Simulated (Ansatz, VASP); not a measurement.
# One calculation of Ag, two programs

```
Ag
1.0
     0.00000    2.02904    2.02904
     2.02904    0.00000    2.02904
     2.02904    2.02904    0.00000
Ag
1
Direct
  0.00000 0.00000 0.00000
```

Alike in both runs: task single point; functional r2SCAN; k mesh 11 × 11 × 11; occupations fermi-dirac, width 0.05 eV; no spin polarisation.

```csv
,VASP,Ansatz
version,VASP 6.6.1,Ansatz 0.2.0
potentials or method,"VASP PAW PBE potentials, release 64 (Ag)",Ansatz PAW
plane-wave cutoff (eV),520,500
valence electrons in the cell,11,19
```

|  | VASP | Ansatz | Ansatz less VASP |
| --- | --- | --- | --- |
| gap on the k mesh at the Fermi level (eV) | none | none | - |
| pressure (GPa) | 3.7 | 3.5 | -0.19 |

VASP's potentials were made for PBE, not for r2SCAN. A gap of «none» marks a metal or a gap that the smearing closes. VASP's potentials hold 11 valence electrons a cell and Ansatz's 19, so a difference there can come from the potentials and not from the codes.
